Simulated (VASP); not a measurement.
Set up this calculation in VASP 6.6.1, as the native input.

| Item | Value |
| --- | --- |
| Task | single point |
| Functional | PBE |
| Potentials or basis | VASP PAW PBE potentials, release 64 (Cu, O) |
| Cutoff | 520 eV |
| k mesh | 7 × 7 × 7 |
| Occupations | fermi-dirac, width 0.05 eV |
| Spin | no spin polarisation |
| Dipole correction | no |
| Further INCAR settings | ALGO = Normal; EDIFF = 1e-06; NBANDS = 34 |

The structure of CuO lies in POSCAR:

```
CuO
1.0
    4.0759960844      0.0000000000      0.0000000000
    0.0000000000      4.0759960844      0.0000000000
    0.0000000000      0.0000000000      3.8082810784
Cu O
3 3
Direct
    0.5000000000      0.0000000000      0.5000000000
    0.0000000000      0.5000000000      0.5000000000
    0.0000000000      0.0000000000      0.0000000000
    0.0000000000      0.0000000000      0.5000000000
    0.5000000000      0.0000000000      0.0000000000
    0.0000000000      0.5000000000      0.0000000000
```

These files were run (other wordings do the same):

INCAR

```
PREC     = Accurate       # precision mode
ENCUT    = 520            # plane-wave cutoff, eV
EDIFF    = 1E-6           # SCF threshold, eV
ISMEAR   = -1             # smearing method
SIGMA    = 0.05           # smearing width, eV
LREAL    = F              # projectors in reciprocal space
LASPH    = T              # aspherical terms in the spheres
NELM     = 80             # most SCF steps
ALGO     = Normal         # electronic algorithm
ISIF     = 2              # what is computed and relaxed
LWAVE    = F              # write WAVECAR
LCHARG   = F              # write CHGCAR
GGA      = PE             # functional
NBANDS   = 34             # bands
```

KPOINTS

```
regular mesh
0
Gamma
  7 7 7
```

Potentials or basis: VASP PAW PBE potentials, release 64 (Cu, O).

Launch:

```bash
$ cat potpaw_PBE.64/Cu/POTCAR potpaw_PBE.64/O/POTCAR > POTCAR
$ mpirun -np 1 vasp_std > vasp.out
```

It gave:

| Item | Value |
| --- | --- |
| Pressure | 13.2 GPa |
| Band gap on the k mesh | zero (an odd number of electrons rules out a gap without spin polarisation) |

Caveat: the cell stands under pressure; an odd number of electrons without spin polarisation forces a metal; a magnetic or distorted state may lie lower; semilocal functionals often make such compounds metallic where correlation or magnetic order opens a gap, which also shifts bond lengths.

Wall time 3.3 min on 1 thread of Intel Xeon 8259CL, with other jobs on the host, peak memory 0.21 GiB.
